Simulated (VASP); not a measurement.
Runs of VASP 6.6.1 on CdP2C. The structure is that of space group P-4m2 (No. 115), or close to it. The cells are those of the table. 

```tsv
level	cell	gap on the mesh (eV)	pressure (GPa)	largest force (eV/Å)
r2SCAN	a = 3.305, b = 3.305, c = 5.972 Å, 4 atoms	none	0.2	0.23
PBE	a = 3.314, b = 3.314, c = 6.184 Å, 4 atoms	none	-2.2	(a)
PBE	a = 3.346, b = 3.346, c = 6.244 Å, 4 atoms	none	-4.3	(b)
PBE	a = 3.249, b = 3.249, c = 6.062 Å, 4 atoms	none	3.3	0.03
r2SCAN	a = 3.237, b = 3.237, c = 5.850 Å, 4 atoms	none	7.0	0.17
PBE	a = 3.282, b = 3.282, c = 6.124 Å, 4 atoms	none	0.3	0.01
r2SCAN	a = 3.271, b = 3.271, c = 5.912 Å, 4 atoms	none	3.4	0.22
PBE	a = 3.215, b = 3.215, c = 5.999 Å, 4 atoms	none	6.5	0.07
```

Alike in all rows: task single point; potentials or basis VASP PAW PBE potentials, release 64 (Cd, P, C); no spin polarisation; k mesh 6 × 6 × 4; cutoff (eV) 520; smearing fermi-dirac 0.02 eV.

**Question.** Fill in the values left out.

**Answer.** (a) 0.05; (b) 0.09.

Caveats: the PAW data sets were made with another functional, which shifts forces and pressure a little (some runs).

A k mesh can miss the band edges, and the runs leave out spin-orbit coupling on Cd.

A gap of «none» marks levels without a gap at the run's occupations.
